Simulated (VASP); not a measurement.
A run of VASP 6.6.1:

File INCAR:

```
SYSTEM = KF
PREC = Accurate ; ENCUT = 520
EDIFF = 1E-6 ; ISMEAR = 0
SIGMA = 0.01 ; LREAL = .False.
LASPH = .True. ; NELM = 80
ALGO = Normal ; ISIF = 2
LWAVE = .False. ; LCHARG = .True.
GGA = PE ; LELF = .True.
LVHAR = .True. ; NBANDS = 15
```

Contents of KPOINTS:

```
regular mesh
0
Gamma
  4 4 4
  0 0 0
```

File POSCAR:

```
KF
1.0
   -0.0332370071      2.6589605711      2.6589605711
    2.6589605711     -0.0332370071      2.6589605711
    2.6257235639      2.6257235639      0.0000000000
K F
1 1
Direct
    0.0000000000      0.0000000000      0.0000000000
    0.5000000000      0.5000000000      0.5000000000
```

Potentials or basis: VASP PAW PBE potentials, release 64 (K_sv, F).

Launch:

```sh
$ cat potpaw_PBE.64/K_sv/POTCAR potpaw_PBE.64/F/POTCAR > POTCAR
$ mpirun -np 1 vasp_std > vasp.out
```

Hardware: 1 thread of AMD EPYC 7R13, on a shared host.

**Question.** How long does it take, and how much memory?

**Answer.** It took 15 s on 1 thread of AMD EPYC 7R13, with other jobs on the host, peak memory 0.13 GiB. Counts: scf iterations 13, k points 18.
